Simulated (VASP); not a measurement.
Here is a VASP 6.6.1 calculation.

File INCAR:

```
PREC = Accurate
ENCUT = 500
EDIFF = 1E-6
ISMEAR = 0
SIGMA = 0.1
LREAL = F
LASPH = T
NELM = 120
ALGO = Normal
ISIF = 2
LWAVE = F
LCHARG = F
NBANDS = 12
GGA_COMPAT = F
```

The input KPOINTS:

```
Automatic mesh
0
Gamma
  8 8 8
```

POSCAR

```
Sc
1.0
    0.0000000000      2.2330869019      2.2330869019
    2.2330869019      0.0000000000      2.2330869019
    2.2330869019      2.2330869019      0.0000000000
Sc
1
Direct
    0.0000000000      0.0000000000      0.0000000000
```

Potentials or basis: VASP PAW LDA potentials, release 64 (Sc_sv).

Run with:

```sh
$ cat potpaw_LDA.64/Sc_sv/POTCAR > POTCAR
$ mpirun -np 1 vasp_std > vasp.out
```

Task: Estimate the band gap on the k mesh.

Result: Zero (an odd number of electrons rules out a gap without spin polarisation).

Task: Predict the pressure.

Result: 0.1 GPa.
